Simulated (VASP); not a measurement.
# MgS (F-43m) in VASP: settings compared, part 2 of 2

VASP 6.6.1. The steps go on from the part before.

### 3 Single point, RPBE+D4, collinear spin, ferromagnetic start

INCAR reads:

```
ALGO     = Normal         # electronic algorithm
EDIFF    = 1E-6           # SCF threshold, eV
ENCUT    = 520            # plane-wave cutoff, eV
GGA      = RP             # functional
ISIF     = 2              # what is computed and relaxed
ISMEAR   = 0              # smearing method
ISPIN    = 2              # spin polarisation
IVDW     = 13             # dispersion correction
LASPH    = T              # aspherical terms in the spheres
LCHARG   = T              # write CHGCAR
LELF     = T              # ELF
LORBIT   = 11             # projections on sites
LREAL    = F              # projectors in reciprocal space
LVHAR    = T            
LWAVE    = F              # write WAVECAR
MAGMOM   = 0.5 0          # initial moments
NBANDS   = 15             # bands
NELM     = 150            # most SCF steps
PREC     = Accurate       # precision mode
SIGMA    = 0.02           # smearing width, eV
```

KPOINTS reads:

```
k-points
0
Gamma
  5 5 5
```

POSCAR reads:

```
MgS
1.0
    0.0000000000      2.8331200468      2.8331200468
    2.8331200468      0.0000000000      2.8331200468
    2.8331200468      2.8331200468      0.0000000000
S Mg
1 1
Direct
    0.2500000000      0.2500000000      0.2500000000
    0.0000000000      0.0000000000      0.0000000000
```

Potentials or basis: VASP PAW PBE potentials, release 64 (S, Mg).

Launch:

```bash
$ cat potpaw_PBE.64/S/POTCAR potpaw_PBE.64/Mg/POTCAR > POTCAR
$ mpirun -np 1 vasp_std > vasp.out
```

OUTCAR:

```text
EDIFF = 1E-6
   ENCUT = 520
   GGA = RP
   ISIF = 2
   ISMEAR = 0
   ISPIN = 2
   IVDW = 13
   LASPH = T
   LORBIT = 11
   LREAL = F
   NELM = 150
   PREC = Accurate

 ion  position               nearest neighbor table
   1  0.250  0.250  0.250-   2 2.45   2 2.45   2 2.45   2 2.45
   2  0.000  0.000  0.000-   1 2.45   1 2.45   1 2.45   1 2.45

  LATTYP: Found a face centered cubic cell.
 ALAT       =     5.6662400936

  Lattice vectors:

 A1 = (   0.0000000000,   2.8331200468,   2.8331200468)
 A2 = (   2.8331200468,   0.0000000000,   2.8331200468)
[... 563 lines left out ...]

 VOLUME and BASIS-vectors are now :
 -----------------------------------------------------------------------------
  energy-cutoff  :      520.00
  volume of cell :       45.48
      direct lattice vectors                 reciprocal lattice vectors
     0.000000000  2.833120047  2.833120047    -0.176483874  0.176483874  0.176483874
     2.833120047  0.000000000  2.833120047     0.176483874 -0.176483874  0.176483874
     2.833120047  2.833120047  0.000000000     0.176483874  0.176483874 -0.176483874

 POSITION                                       TOTAL-FORCE (eV/Angst)
 -----------------------------------------------------------------------------------
      1.41656      1.41656      1.41656         0.000000      0.000000      0.000000
      0.00000      0.00000      0.00000        -0.000000     -0.000000     -0.000000
 -----------------------------------------------------------------------------------
    total drift:                                0.000000      0.000000      0.000000

  FREE ENERGIE OF THE ION-ELECTRON SYSTEM (eV)
  ---------------------------------------------------
  free  energy   TOTEN  =        -8.8430887630 eV

  energy  without entropy=       -8.8430887630  energy(sigma->0) =       -8.84308876

 total charge

# of ion       s       p       d       tot
------------------------------------------
    1        1.310   2.525   0.000   3.835
    2        0.160   0.142   0.038   0.340
--------------------------------------------------
tot          1.470   2.667   0.038   4.174

 magnetization (x)

# of ion       s       p       d       tot
------------------------------------------
    1        0.000   0.000   0.000   0.000
    2       -0.000  -0.000   0.000  -0.000
--------------------------------------------------
tot          0.000   0.000   0.000   0.000
```

It took 20 s on 1 thread of Intel Xeon 6975P-C, shared host; peak memory 0.19 GiB.

Results:

* Free energy: -8.8431 eV
* Pressure: -1.3 GPa
* Band gap on the k mesh: 3.66 eV, direct
* Net moment: 0.00 μB per cell
* Valence electrons inside the program's atomic spheres: S 3.83; Mg 0.34
* Dispersion energy per atom: -0.420 eV

Levels at points of the mesh, in eV from the valence-band top:
Spin up:
```
           k point  band 2  band 3  band 4  band 5  band 6  band 7
(0.00, 0.00, 0.00)    0.00    0.00    0.00    3.66    8.03    8.03
```
Spin down:
| k point | band 1 | band 2 | band 3 | band 4 | band 5 | band 6 | band 7 | band 8 | band 9 |
| --- | --- | --- | --- | --- | --- | --- | --- | --- | --- |
| (0.00, 0.00, 0.00) | -11.24 | 0.00 | 0.00 | 0.00 | 3.66 | 8.03 | 8.03 | 8.03 | 10.85 |

Caveat: the PAW data sets were made with another functional, which shifts forces and pressure a little. As with any semilocal functional, this RPBE gap is likely too small.

### 4 Single point, r2SCANh

POSCAR is that of step 3.

INCAR.step1 reads:

```
PREC = Accurate
ENCUT = 520
EDIFF = 1E-5
ISMEAR = 0
SIGMA = 0.01
LREAL = False
LASPH = True
NELM = 100
ALGO = Normal
ISIF = 2
LWAVE = True
LCHARG = False
NBANDS = 11
GGA = PE
```

INCAR.step2 reads:

```
PREC = Accurate
ENCUT = 520
EDIFF = 1E-6
ISMEAR = 0
SIGMA = 0.01
LREAL = False
LASPH = True
NELM = 100
ALGO = Normal
ISIF = 2
LWAVE = False
LCHARG = False
METAGGA = R2SCAN
LHFCALC = True
AEXX = 0.1
LMIXTAU = True
PRECFOCK = Normal
NBANDS = 11
ISTART = 1
```

KPOINTS reads:

```
Automatic mesh
0
Gamma
  5 5 5
```

Launch:

```bash
$ cat potpaw_PBE.64/S/POTCAR potpaw_PBE.64/Mg/POTCAR > POTCAR
$ cp INCAR.step1 INCAR
$ mpirun -np 1 vasp_std > vasp.out
$ cp INCAR.step2 INCAR
$ mpirun -np 1 vasp_std > vasp.out
```

Run time: 4.7 min. Hardware: 1 thread of Intel Xeon 6975P-C, shared host; peak memory 0.18 GiB.

It converged, with:

| Property | Result |
| --- | --- |
| Free energy | -15.5102 eV |
| Pressure | -0.6 GPa |
| Band gap on the k mesh | 4.70 eV, direct |

Levels at points of the mesh, in eV from the valence-band top:
| k point | band 2 | band 3 | band 4 | band 5 | band 6 | band 7 |
| --- | --- | --- | --- | --- | --- | --- |
| (0.00, 0.00, 0.00) | 0.00 | 0.00 | 0.00 | 4.70 | 9.28 | 9.28 |

Caveat: the PAW data sets were made with another functional, which shifts forces and pressure a little.

### 5 Single point, PBE

This run uses another cell than the first one, of 23.12 Å³/atom, 1.016 times its volume.

INCAR reads:

```
SYSTEM = MgS
  PREC = Accurate
  ENCUT = 520
  EDIFF = 1E-6
  ISMEAR = -1
  SIGMA = 0.05
  LREAL = .False.
  LASPH = .True.
  NELM = 100
  ALGO = Normal
  ISIF = 2
  LWAVE = .False.
  LCHARG = .True.
  GGA = PE
  LELF = .True.
  LVHAR = .True.
  NBANDS = 11
```

KPOINTS reads:

```
regular mesh
0
Gamma
  8 8 8
  0 0 0
```

POSCAR reads:

```
MgS
1.0
    0.0000000000      2.8486067126      2.8486067126
    2.8486067126      0.0000000000      2.8486067126
    2.8486067126      2.8486067126      0.0000000000
S Mg
1 1
Direct
    0.2500000000      0.2500000000      0.2500000000
    0.0000000000      0.0000000000      0.0000000000
```

Launch:

```bash
$ cat potpaw_PBE.64/S/POTCAR potpaw_PBE.64/Mg/POTCAR > POTCAR
$ mpirun -np 1 vasp_std > vasp.out
```

It took 21 s on 1 thread of Intel Xeon 8259CL, shared host; peak memory 0.17 GiB.

The run converged. Its results:

* Free energy: -8.4729 eV
* Pressure: -0.1 GPa
* Band gap on the k mesh: 3.37 eV, direct

Levels at points of the mesh, in eV from the valence-band top:
```
           k point  band 1  band 2  band 3  band 4  band 5  band 6  band 7  band 8
(0.00, 0.00, 0.00)  -11.21    0.00    0.00    0.00    3.37    7.90    7.90    7.90
(0.50, 0.00, 0.00)  -10.55   -3.06   -0.32   -0.32    5.05    7.61    7.61    8.52
(0.50, 0.50, 0.00)  -10.34   -2.76   -1.01   -1.01    3.90    5.62   10.98   12.14
```

Expect the measured gap to be larger: semilocal functionals such as PBE lack the derivative discontinuity.

### 6 Overview

```tsv
level	spin	cell	k mesh	smearing	grid for exact exchange (PRECFOCK)	gap on the mesh (eV)	pressure (GPa)
PBE	off	a = 4.007 Å, angles 60.0°, 2 atoms	8 × 8 × 8	gaussian 0.02 eV	-	3.45	0.8
RPBE+D4	collinear, ferromagnetic start	a = 4.007 Å, angles 60.0°, 2 atoms	5 × 5 × 5	gaussian 0.02 eV	-	3.66	-1.3
r2SCANh	off	a = 4.007 Å, angles 60.0°, 2 atoms	5 × 5 × 5	gaussian 0.01 eV	Normal	4.70	-0.6
PBE	off	a = 4.029 Å, angles 60.0°, 2 atoms	8 × 8 × 8	fermi-dirac 0.05 eV	-	3.37	-0.1
```

Alike in all rows: task single point; potentials or basis VASP PAW PBE potentials, release 64 (S, Mg); cutoff (eV) 520.

Caveats: the PAW data sets were made with another functional, which shifts forces and pressure a little (some runs).

Total energies depend on the potentials used, so only differences within one code and one set of settings carry meaning.
